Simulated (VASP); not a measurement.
A run of VASP 6.6.1 is set up as follows.

The input INCAR:

```
SYSTEM = WO
PREC = Accurate
ENCUT = 600
EDIFF = 1E-7
ISMEAR = 0
SIGMA = 0.02
LREAL = .False.
LASPH = .True.
NELM = 150
ALGO = Normal
ISIF = 3
LWAVE = .False.
LCHARG = .False.
LMAXMIX = 4
LDAU = .True.
LDAUTYPE = 2
LDAUL = 2 -1
LDAUU = 6.2 0
LDAUJ = 0 0
LDAUPRINT = 1
GGA = PE
IBRION = 2
NSW = 80
EDIFFG = -0.01
```

KPOINTS

```
Automatic mesh
0
Gamma
  10 10 10
  0 0 0
```

Contents of POSCAR:

```
WO
1.0
    0.0000000000      2.4128820753      2.4128820753
    2.4128820753      0.0000000000      2.4128820753
    2.4128820753      2.4128820753      0.0000000000
W O
1 1
Direct
    0.0000000000      0.0000000000      0.0000000000
    0.2500000000      0.2500000000      0.2500000000
```

Potentials or basis: VASP PAW PBE potentials, release 64 (W_sv, O).

Run with:

```console
$ cat potpaw_PBE.64/W_sv/POTCAR potpaw_PBE.64/O/POTCAR > POTCAR
$ mpirun -np 1 vasp_std > vasp.out
```

Problem. Estimate the relaxed volume.

Solution. 13.51 Å³/atom.

Problem. Estimate the band gap on the k mesh.

Solution. Zero (band 10 reaches 9.49 eV, above the bottom of band 11 at 8.45 eV).

Problem. Predict the space group after relaxing (to 0.05 Å).

Solution. F-43m (No. 216).

Problem. What does it give for the relaxed cell?

Solution. a = 3.368 Å, b = 3.368 Å, c = 3.368 Å, α = 60.00°, β = 60.00°, γ = 60.00°.

Final structure:
```
W O
1.0
     0.00000    2.38187    2.38187
     2.38187    0.00000    2.38187
     2.38187    2.38187    0.00000
W O
1 1
Direct
  0.00000 0.00000 0.00000
  0.25000 0.25000 0.25000
```

Caveat: spin-orbit coupling is left out, which moves the levels of the heavy elements; U without spin polarisation on a metal has little footing.
